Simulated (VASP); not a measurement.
Set up this calculation in VASP 6.6.1, as the native input.

| Property | Result |
| --- | --- |
| Task | relaxation of cell and atoms |
| Functional | PBE |
| Potentials or basis | VASP PAW PBE potentials, release 64 (Cs_sv) |
| Cutoff | 500 eV |
| k mesh | 11 × 11 × 11 |
| Occupations | fermi-dirac, width 0.05 eV |
| Spin | no spin polarisation |
| Dipole correction | no |
| Further INCAR settings | ALGO = Normal; EDIFF = 1e-07; IBRION = 2; EDIFFG = -0.01; NSW = 80; ISIF = 3 |

The structure of Cs lies in POSCAR:

```
Cs
1.0
   -3.0335000000      3.0335000000      3.0335000000
    3.0335000000     -3.0335000000      3.0335000000
    3.0335000000      3.0335000000     -3.0335000000
Cs
1
Direct
    0.0000000000      0.0000000000      0.0000000000
```

One way to write it, as run:

INCAR

```
SYSTEM = Cs
  PREC = Accurate
  ENCUT = 500
  EDIFF = 1E-7
  ISMEAR = -1
  SIGMA = 0.05
  LREAL = .False.
  LASPH = .True.
  NELM = 120
  ALGO = Normal
  ISIF = 3
  LWAVE = .False.
  LCHARG = .False.
  GGA = PE
  IBRION = 2
  NSW = 80
  EDIFFG = -0.01
  GGA_COMPAT = .False.
  NELMIN = 4
```

KPOINTS

```
Automatic mesh
0
Gamma
  11 11 11
  0 0 0
```

Potentials or basis: VASP PAW PBE potentials, release 64 (Cs_sv).

Launch:

```sh
$ cat potpaw_PBE.64/Cs_sv/POTCAR > POTCAR
$ mpirun -np 1 vasp_std > vasp.out
```

It gave:

* Relaxed volume: 115.61 Å³/atom
* Relaxed cell: a = 5.315 Å, b = 5.315 Å, c = 5.315 Å, α = 109.47°, β = 109.47°, γ = 109.47°
* Space group after relaxing (to 0.1 Å): Im-3m (No. 229)
* Energy gained by relaxing: 1.2 meV/atom
* Ionic steps: 3
* Pressure after relaxing: 0.0 GPa
* Band gap on the k mesh: zero (an odd number of electrons rules out a gap without spin polarisation)

Caveat: spin-orbit coupling is left out, which moves the levels of the heavy elements.

Wall time 58 s on 1 thread of Intel(R) Xeon(R) 6975P-C (Granite Rapids), on a shared host, peak memory 0.26 GiB.
